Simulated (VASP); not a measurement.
Runs of VASP 6.6.1 on Ir. The structure is that of space group Im-3m (No. 229), or close to it. The cells are those of the table. This isn't the form of Ir at room conditions, which is fcc.

| task | cell | cutoff (eV) | gap on the mesh (eV) | pressure (GPa) | relaxed volume (Å³/atom) |
| --- | --- | --- | --- | --- | --- |
| single point | a = 2.694 Å, angles 109.5°, 1 atom | 520 | none | 0.4 | - |
| single point | a = 2.792 Å, angles 109.5°, 1 atom | 520 | none | (a) | - |
| relaxation of cell and atoms | relaxed from a = 2.661 Å, angles 109.5°, 1 atom | 600 | none | 0.0 | 15.07 |
| relaxation of cell and atoms | relaxed from a = 2.694 Å, angles 109.5°, 1 atom | 600 | none | 0.0 | 15.07 |

Alike in all rows: level PBE; potentials or basis VASP PAW PBE potentials, release 64 (Ir); no spin polarisation; k mesh 19 × 19 × 19; smearing fermi-dirac 0.05 eV.

Fill in the values left out.

(a) -25.0.

Caveats: spin-orbit coupling is left out, which moves the levels of the heavy elements; the cell stands under tension (at least some runs).

A k mesh can miss the band edges, and the runs leave out spin-orbit coupling on Ir.

A gap of «none» marks levels without a gap at the run's occupations.
